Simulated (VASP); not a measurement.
Runs of VASP 6.6.1 on TiC. The structure is that of space group Fm-3m (No. 225), or close to it. The cells are those of the table. 

```csv
cell,gap on the mesh (eV),pressure (GPa)
"a = 3.037, b = 3.037, c = 3.014 Å, angles 60.3, 60.3, 59.5°, 2 atoms",none,2.0
"a = 3.015, b = 3.015, c = 2.969 Å, angles 60.5, 60.5, 59.0°, 2 atoms",none,(b)
"a = 3.015, b = 3.015, c = 3.060 Å, angles 59.5, 59.5, 61.0°, 2 atoms",none,(a)
"a = 2.992, b = 2.992, c = 3.014 Å, angles 59.7, 59.7, 60.5°, 2 atoms",none,10.7
"a = 3.061, b = 3.061, c = 3.106 Å, angles 59.5, 59.5, 61.0°, 2 atoms",none,-8.9
```

Alike in all rows: task single point; level PBEsol; potentials or basis VASP PAW PBE potentials, release 64 (Ti_sv, C); no spin polarisation; k mesh 18 × 18 × 18; cutoff (eV) 520; smearing gaussian 0.15 eV.

Q: Estimate the missing entries.

A: (a) 2.3; (b) 11.3.

Caveats: the PAW data sets were made with another functional, which shifts forces and pressure a little; the stress differs along the axes, from -2 to 4 GPa (at least some runs); the stress differs along the axes, from 1 to 16 GPa (at least some runs); the stress differs along the axes, from -2 to 12 GPa (at least some runs); the stress differs along the axes, from 8 to 16 GPa (at least some runs); the stress differs along the axes, from -13 to -1 GPa (at least some runs).

A gap of «none» marks levels without a gap at the run's occupations.
